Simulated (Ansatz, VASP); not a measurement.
# Two plane-wave programs on Ir

```
Ir
1.0
     0.00000    1.91970    2.02048
     1.91970    0.00000    2.02048
     1.91970    1.91970    0.00000
Ir
1
Direct
  0.00000 0.00000 0.00000
```

Change from the starting cell: strain +0.0525 x Voigt [0, 0, 1, 0, 0, 0], atoms carried along.

Alike in both runs: task single point; functional PBE; k mesh 22 × 22 × 22; occupations gaussian, width 0.15 eV; no spin polarisation.

|  | VASP | Ansatz |
| --- | --- | --- |
| version | VASP 6.6.1 | Ansatz 0.2.0 |
| potentials or method | VASP PAW PBE potentials, release 64 (Ir), cutoff 520 eV | scalar-relativistic, plane waves, PAW |
| valence electrons in the cell | 9 | 17 |

Ansatz gave:

| Property | Result |
| --- | --- |
| gap on the k mesh at the Fermi level (eV) | none |
| pressure (GPa) | -8.0 |
| traceless stress, the component that is largest in VASP (GPa) | -11.30 |

Q: Estimate VASP's values.

A: gap on the k mesh at the Fermi level (eV): none; pressure (GPa): -7.6; traceless stress, the component that is largest in VASP (GPa): -11.22.

A gap of «none» marks a metal or a gap that the smearing closes. VASP's potentials hold 9 valence electrons a cell and Ansatz's 17, so a difference there can come from the potentials and not from the codes.

Neither program's run includes spin-orbit coupling.
